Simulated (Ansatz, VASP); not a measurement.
## Two plane-wave programs on Ge

POSCAR

```
Ge
1.0
    0.0000000000      2.8360149687      2.8360149687
    2.8360149687      0.0000000000      2.8360149687
    2.8360149687      2.8360149687      0.0000000000
Ge
2
Direct
    0.5000000000      0.5000000000      0.5000000000
    0.7500000000      0.7500000000      0.7500000000
```

The input INCAR.step1:

```
SYSTEM = Ge
ALGO = Normal ; EDIFF = 1E-4
ENCUT = 520 ; GGA = PE
ISMEAR = 1 ; LASPH = .TRUE.
LCHARG = .FALSE. ; LREAL = .FALSE.
LWAVE = .TRUE. ; NBANDS = 21
NELM = 60 ; PREC = Accurate
SIGMA = 0.1
```

The input INCAR.step2:

```
SYSTEM = Ge
ALGO = Normal ; EDIFF = 1E-6
ENCUT = 520 ; ISIF = 2
ISMEAR = 1 ; ISTART = 1
LASPH = .TRUE. ; LCHARG = .FALSE.
LMIXTAU = .TRUE. ; LREAL = .FALSE.
LWAVE = .FALSE. ; METAGGA = R2SCAN
NBANDS = 21 ; NELM = 60
PREC = Accurate ; SIGMA = 0.1
```

Contents of KPOINTS:

```
k-points
0
G
  10 10 10
  0 0 0
```

Input for Ansatz:

```yaml
crystal:
  lattice:
    - [0.0, 2.8360149687, 2.8360149687]
    - [2.8360149687, 0.0, 2.8360149687]
    - [2.8360149687, 2.8360149687, 0.0]
  atoms:
    - { symbol: Ge, position: [0.5, 0.5, 0.5] }
    - { symbol: Ge, position: [0.75, 0.75, 0.75] }
hamiltonian:
  xc: r2scan
  pseudopotentials:
    kind: paw
    azcp:
      Ge: "pseudopotentials/Ge.paw.azcp"
basis:
  ecutwfc: 500
  fft_grid_basis: typed
kpoints:
  mp_grid: { grid: [10, 10, 10], shift: [0, 0, 0] }
magnetization:
  spin_polarized: false
scf:
  occupations: { method: cold, width: 0.1 }
  lower_state_search: "off"
output:
  stress: true
```

Alike in both runs: task single point; functional r2SCAN; k mesh 10 × 10 × 10; no spin polarisation.

|  | VASP | Ansatz |
| --- | --- | --- |
| version | VASP 6.6.1 | Ansatz 0.2.0 |
| potentials or method | VASP PAW PBE potentials, release 64 (Ge_d), cutoff 520 eV | plane waves (500 eV) with PAW, scalar-relativistic |
| occupations | methfessel-paxton of order 1, width 0.1 eV | cold, width 0.1 eV |
| valence electrons in the cell | 28 | 28 |

```tsv
	VASP	Ansatz	Ansatz less VASP
pressure (GPa)	0.1	0.1	-0.05
```

VASP's potentials were made for PBE, not for r2SCAN.
